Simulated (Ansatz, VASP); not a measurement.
**CdSe: VASP beside Ansatz**

```xyz
4
Lattice="4.3115 0.0000 0.0000 -2.1558 3.7339 0.0000 0.0000 0.0000 7.0295" Properties=species:S:1:pos:R:3 pbc="T T T"
Cd    0.0000    2.4893    0.0319
Cd    2.1558    1.2446    3.5466
Se    0.0000    2.4893    2.6745
Se    2.1558    1.2446    6.1892
```

Alike in both runs: functional r2SCAN; k mesh 6 × 6 × 4; occupations fermi-dirac, width 0.02 eV; no spin polarisation.

Ansatz relaxed the structure, and its values are those at the end. VASP's run is a single point on that final structure, the one shown.

|  | VASP | Ansatz |
| --- | --- | --- |
| version | VASP 6.6.1 | Ansatz 0.2.0 |
| potentials or method | VASP PAW PBE potentials, release 64 (Cd, Se), cutoff 520 eV | PAW plane waves |
| valence electrons in the cell | 36 | 72 |

```csv
,VASP,Ansatz,Ansatz less VASP
gap on the k mesh at the Fermi level (eV),1.14,1.15,+0.004
pressure (GPa),1.4,1.1,-0.27
```

VASP's potentials were made for PBE, not for r2SCAN. The functional is the same, so the differences come from potentials, cutoffs and numerics. VASP's potentials hold 36 valence electrons a cell and Ansatz's 72, so a difference there can come from the potentials and not from the codes. Ansatz's warnings: stress scf threshold loose.
